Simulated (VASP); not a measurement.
Set up this calculation in VASP 6.6.1, as the native input.

* Task: single point
* Functional: revpbe exchange, lda correlation
* Potentials or basis: VASP PAW PBE potentials, release 64 (Pb_d, Te)
* Cutoff: 500 eV
* k mesh: 7 × 7 × 7
* Occupations: gaussian, width 0.01 eV
* Spin: no spin polarisation
* Dipole correction: no
* Further INCAR settings: ALGO = Normal; EDIFF = 1e-06; NBANDS = 17

The structure of TePb lies in POSCAR:

```
TePb
1.0
    0.0000000000      3.2735180337      3.2735180337
    3.2735180337      0.0000000000      3.2735180337
    3.2735180337      3.2735180337      0.0000000000
Pb Te
1 1
Direct
    0.0000000000      0.0000000000      0.0000000000
    0.5000000000      0.5000000000      0.5000000000
```

The input as run:

INCAR

```
SYSTEM = TePb
  ALGO = Normal
  EDIFF = 1E-6
  ENCUT = 500
  GGA = LIBXC
  GGA_COMPAT = .FALSE.
  ISIF = 2
  ISMEAR = 0
  LASPH = .TRUE.
  LCHARG = .FALSE.
  LIBXC1 = GGA_X_PBE_R
  LIBXC2 = LDA_C_PW
  LREAL = .FALSE.
  LWAVE = .FALSE.
  NBANDS = 17
  NELM = 120
  PREC = Accurate
  SIGMA = 0.01
```

KPOINTS

```
k-points
0
G
  7 7 7
  0 0 0
```

Potentials or basis: VASP PAW PBE potentials, release 64 (Pb_d, Te).

Run with:

```console
$ cat potpaw_PBE.64/Pb_d/POTCAR potpaw_PBE.64/Te/POTCAR > POTCAR
$ mpirun -np 1 vasp_std > vasp.out
```

It gave:

```yaml
Pressure: 6.1 GPa
```

Caveat: the cell stands under pressure; the PAW data sets were made with another functional, which shifts forces and pressure a little.

Wall time 28 s on 1 thread of AMD EPYC 7R43 64-Core Processor (Zen 3) (shared host), peak memory 0.17 GiB.
